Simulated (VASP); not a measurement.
Set up this calculation in VASP 6.6.1, as the native input.

* Task: relaxation of cell and atoms
* Functional: PBE
* Potentials or basis: VASP PAW PBE potentials, release 64 (In_d, Bi_d, O)
* Cutoff: 600 eV
* k mesh: 4 × 4 × 4
* Occupations: gaussian, width 0.1 eV
* Spin: no spin polarisation
* Dipole correction: no
* Further INCAR settings: ALGO = Normal; EDIFF = 1e-07; IBRION = 2; EDIFFG = -0.04; NSW = 90; ISIF = 3

The structure of InBiO lies in POSCAR:

```
InBiO
1.0
   -2.9266131700      2.9266131700      3.7400731300
    2.9266131700     -2.9266131700      3.7400731300
    2.9266131700      2.9266131700     -3.7400731300
In Bi O
2 2 2
Direct
    0.7923555700      0.7923555700      0.0000000000
    0.2076444300      0.2076444300      0.0000000000
    0.5000000000      0.0000000000      0.5000000000
    0.0000000000      0.5000000000      0.5000000000
    0.7500000000      0.2500000000      0.5000000000
    0.2500000000      0.7500000000      0.5000000000
```

The cell was built from a structure type or drawn by symmetry, and may not be a known phase.

The input as run:

INCAR

```
SYSTEM = InBiO
  ALGO = Normal
  EDIFF = 1E-7
  EDIFFG = -0.04
  ENCUT = 600
  GGA = PE
  IBRION = 2
  ISIF = 3
  ISMEAR = 0
  LASPH = .TRUE.
  LCHARG = .FALSE.
  LREAL = .FALSE.
  LWAVE = .FALSE.
  NELM = 80
  NSW = 90
  PREC = Accurate
  SIGMA = 0.1
```

KPOINTS

```
k-points
0
G
  4 4 4
  0 0 0
```

Potentials or basis: VASP PAW PBE potentials, release 64 (In_d, Bi_d, O).

Launch:

```sh
$ cat potpaw_PBE.64/In_d/POTCAR potpaw_PBE.64/Bi_d/POTCAR potpaw_PBE.64/O/POTCAR > POTCAR
$ mpirun -np 1 vasp_std > vasp.out
```

Results of the run:

The relaxed volume is 21.20 Å³/atom and the relaxed cell is a = 6.139 Å, b = 6.139 Å, c = 6.139 Å, α = 131.46°, β = 131.46°, γ = 71.08°. The space group after relaxing (to 0.1 Å) is P4/mmm (No. 123) and the energy gained by relaxing is 1247.3 meV/atom. The ionic steps are 24, the pressure after relaxing is 0.1 GPa and the largest force after relaxing is 0.010 eV/Å. The band gap on the k mesh is zero (bands 34 and 35 overlap by 1.18 eV).

Caveat: spin-orbit coupling is left out, which moves the levels of the heavy elements.

Run time: 31 min on 1 thread of Intel(R) Xeon(R) Platinum 8488C (Sapphire Rapids), on a shared host, peak memory 0.39 GiB.
